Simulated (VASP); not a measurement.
Wanted: the native input for a VASP 6.6.1 run.

| Item | Value |
| --- | --- |
| Task | single point |
| Functional | r2SCAN |
| Potentials or basis | VASP PAW PBE potentials, release 64 (Pd) |
| Cutoff | 520 eV |
| k mesh | 11 × 11 × 8 |
| Occupations | fermi-dirac, width 0.05 eV |
| Spin | collinear spin |
| Starting moments | [0.5, -0.5] μB |
| Dipole correction | no |
| Further INCAR settings | ALGO = Normal; EDIFF = 1e-06; NBANDS = 21 |

The system is Pd.

```
Pd
1.0
     2.76432    0.00000    0.00000
     0.00000    2.76432    0.00000
     0.00000    0.00000    3.90793
Pd
2
Cartesian
  0.0000 0.0000 0.0000
  1.3822 1.3822 1.9540
```

These files were run (other wordings do the same):

POSCAR

```
Pd
1.0
    2.7643201079      0.0000000000      0.0000000000
    0.0000000000      2.7643201079      0.0000000000
    0.0000000000      0.0000000000      3.9079251210
Pd
2
Direct
    0.0000000000      0.0000000000      0.0000000000
    0.5000000000      0.5000000000      0.5000000000
```

INCAR.step1

```
SYSTEM = Pd
PREC = Accurate
ENCUT = 520
ISMEAR = -1
SIGMA = 0.05
LREAL = .False.
LASPH = .True.
NELM = 150
ISPIN = 2
MAGMOM = 0.5 -0.5
LMAXMIX = 4
NBANDS = 21
GGA = PE
ALGO = Normal
EDIFF = 1E-4
LWAVE = .True.
LCHARG = .False.
```

INCAR.step2

```
SYSTEM = Pd
PREC = Accurate
ENCUT = 520
EDIFF = 1E-6
ISMEAR = -1
SIGMA = 0.05
LREAL = .False.
LASPH = .True.
NELM = 150
ALGO = Normal
ISIF = 2
LWAVE = .False.
LCHARG = .True.
ISPIN = 2
MAGMOM = 0.5 -0.5
LORBIT = 11
LMAXMIX = 4
METAGGA = R2SCAN
LMIXTAU = .True.
LELF = .True.
LVHAR = .True.
NBANDS = 21
ISTART = 1
```

KPOINTS

```
Automatic mesh
0
Gamma
  11 11 8
  0 0 0
```

Potentials or basis: VASP PAW PBE potentials, release 64 (Pd).

Run with:

```sh
$ cat potpaw_PBE.64/Pd/POTCAR > POTCAR
$ cp INCAR.step1 INCAR
$ mpirun -np 1 vasp_std > vasp.out
$ cp INCAR.step2 INCAR
$ mpirun -np 1 vasp_std > vasp.out
```

It gave:

```yaml
Pressure: 0.7 GPa
Band_gap_on_the_k_mesh: zero (filled and empty bands overlap)
Net_moment: 0.00 μB per cell
Valence_electrons_inside_the_program's_atomic_spheres: Pd 9.46
```

Caveat: the PAW data sets were made with another functional, which shifts forces and pressure a little.

Run time: 6.3 min on 1 thread of Intel Xeon 8259CL, on a shared host, peak memory 0.23 GiB.
